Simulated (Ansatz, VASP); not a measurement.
## Mg5ZnS6 in VASP and in Ansatz

Contents of INCAR:

```
PREC = Accurate
ENCUT = 600
EDIFF = 1E-6
ISMEAR = 0
SIGMA = 0.1
LREAL = False
LASPH = True
NELM = 80
ALGO = Normal
ISIF = 3
LWAVE = False
LCHARG = False
GGA = PE
IBRION = 2
NSW = 80
EDIFFG = -0.025
```

Contents of KPOINTS:

```
regular mesh
0
Gamma
  4 4 1
```

POSCAR

```
Mg5ZnS6
1.0
    3.6322479182     -0.0023447846     -0.0282597913
   -0.0023447846      3.7394860792     -0.0125595702
   -0.1198656691     -0.0532722010     15.4877914417
Mg Zn S
5 1 6
Direct
    0.4979106678      0.4929414656      0.1688030834
    0.0141776664      0.0134945141      0.3339987752
    0.5014525998      0.4789695152      0.4981799819
   -0.0121032171      0.0049357195      0.6706633683
    0.4925311565      0.5113421945      0.8350852400
    0.0031454487      0.0121974832     -0.0055262249
    0.0173247013     -0.0002516713      0.1669290647
    0.4919146211      0.5230264864      0.3307993281
    0.0089533101     -0.0249382453      0.4990153821
    0.4953921249      0.5066474337      0.6684855266
   -0.0028005833     -0.0067299229      0.8319056521
    0.4921015038      0.4883650274      0.0016608225
```

Input for Ansatz:

```yaml
crystal:
  lattice:
    - [3.6322479182, -0.0023447846, -0.0282597913]
    - [-0.0023447846, 3.7394860792, -0.0125595702]
    - [-0.1198656691, -0.053272201, 15.4877914417]
  atoms:
    - { symbol: Mg, position: [0.4979106678, 0.4929414656, 0.1688030834] }
    - { symbol: Mg, position: [0.0141776664, 0.0134945141, 0.3339987752] }
    - { symbol: Mg, position: [0.5014525998, 0.4789695152, 0.4981799819] }
    - { symbol: Mg, position: [-0.0121032171, 0.0049357195, 0.6706633683] }
    - { symbol: Mg, position: [0.4925311565, 0.5113421945, 0.83508524] }
    - { symbol: Zn, position: [0.0031454487, 0.0121974832, -0.0055262249] }
    - { symbol: S, position: [0.0173247013, -0.0002516713, 0.1669290647] }
    - { symbol: S, position: [0.4919146211, 0.5230264864, 0.3307993281] }
    - { symbol: S, position: [0.0089533101, -0.0249382453, 0.4990153821] }
    - { symbol: S, position: [0.4953921249, 0.5066474337, 0.6684855266] }
    - { symbol: S, position: [-0.0028005833, -0.0067299229, 0.8319056521] }
    - { symbol: S, position: [0.4921015038, 0.4883650274, 0.0016608225] }
basis:
  ecutwfc: 420
kpoints:
  mp_grid: { grid: [4, 4, 1] }
hamiltonian:
  xc: pbe
scf:
  occupations: { method: gaussian, width: 0.1 }
  lower_state_search: "off"
output:
  forces: true
  stress: true
  eigenvalues: true
relax:
  adjacent_minimum: "off"
  f_tol: 0.025
  max_steps: 60
  cell: { stress_tol: 0.25 }
```

Change from the starting cell: cell x1, atoms moved at random (sigma 0.05 Å) and cell strained at random (1.5 %), then relaxed without symmetry.

Alike in both runs: task relaxation of cell and atoms; functional PBE; k mesh 4 × 4 × 1; occupations gaussian, width 0.1 eV; no spin polarisation.

```csv
,VASP,Ansatz
version,VASP 6.6.1,Ansatz 0.2.0
potentials or method,"VASP PAW PBE potentials, release 64 (Mg, Zn, S), cutoff 600 eV","scalar-relativistic, plane waves, PAW"
valence electrons in the cell,58,98
```

Ansatz gave:

| Property | Result |
| --- | --- |
| gap on the k mesh at the Fermi level, each at its own relaxed structure (eV) | 1.55 |
| relaxed volume (Å³/atom) | 17.80 |
| relaxed length of the cell vector where the two differ most in proportion (Å) | 3.710 |

Q: What did VASP give for the same quantities?

A: gap on the k mesh at the Fermi level, each at its own relaxed structure (eV): 1.44; relaxed volume (Å³/atom): 17.72; relaxed length of the cell vector where the two differ most in proportion (Å): 3.700.

VASP's potentials hold 58 valence electrons a cell and Ansatz's 98, so a difference there can come from the potentials and not from the codes.

The k mesh is coarse, so the values compare programs but aren't converged.
